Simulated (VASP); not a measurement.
Write the native input for VASP 6.6.1 that does the following.

```
Task                   : relaxation of cell and atoms
Functional             : PBE
Potentials or basis    : VASP PAW PBE potentials, release 64 (Ag, Cl)
Cutoff                 : 600 eV
k mesh                 : 8 × 8 × 8
Occupations            : gaussian, width 0.01 eV
Spin                   : no spin polarisation
Target pressure        : 25 GPa
Dipole correction      : no
Further INCAR settings : ALGO = Normal; EDIFF = 1e-06; IBRION = 2; EDIFFG = -0.001; NSW = 80; ISIF = 3
```

The structure of AgCl lies in POSCAR:

```
AgCl
1.0
    0.0000000000      2.8057540438      2.8057540438
    2.8057540438      0.0000000000      2.8057540438
    2.8057540438      2.8057540438      0.0000000000
Ag Cl
1 1
Direct
    0.5000000000      0.5000000000      0.5000000000
    0.0000000000      0.0000000000      0.0000000000
```

One way to write it, as run:

INCAR

```
SYSTEM = AgCl
  PREC = Accurate
  ENCUT = 600
  EDIFF = 1E-6
  ISMEAR = 0
  SIGMA = 0.01
  LREAL = .False.
  LASPH = .True.
  NELM = 80
  ALGO = Normal
  ISIF = 3
  LWAVE = .False.
  LCHARG = .False.
  GGA = PE
  IBRION = 2
  NSW = 80
  EDIFFG = -0.001
  PSTRESS = 250.0
```

KPOINTS

```
Automatic mesh
0
Gamma
  8 8 8
  0 0 0
```

Potentials or basis: VASP PAW PBE potentials, release 64 (Ag, Cl).

The run is started by

```sh
$ cat potpaw_PBE.64/Ag/POTCAR potpaw_PBE.64/Cl/POTCAR > POTCAR
$ mpirun -np 1 vasp_std > vasp.out
```

It gave:

The relaxed volume is 16.62 Å³/atom, the relaxed cell is a = 3.609 Å, b = 3.609 Å, c = 3.609 Å, α = 60.00°, β = 60.00°, γ = 60.00° and the space group after relaxing (to 0.05 Å) is Fm-3m (No. 225). The energy change on relaxing (the enthalpy is what falls) is +316.1 meV/atom. The ionic steps are 14, the pressure after relaxing is 25.0 GPa and the band gap on the k mesh is 1.01 eV, indirect (least direct gap 3.41 eV).

Caveat: the cell is relaxed towards a set pressure, so the enthalpy falls and the energy may rise; the volume moved by over 15 % at a fixed basis, so the end points are rough.

Run time: 41 s on 1 thread of Intel(R) Xeon(R) 6975P-C (Granite Rapids), with other jobs on the host, peak memory 0.2 GiB.
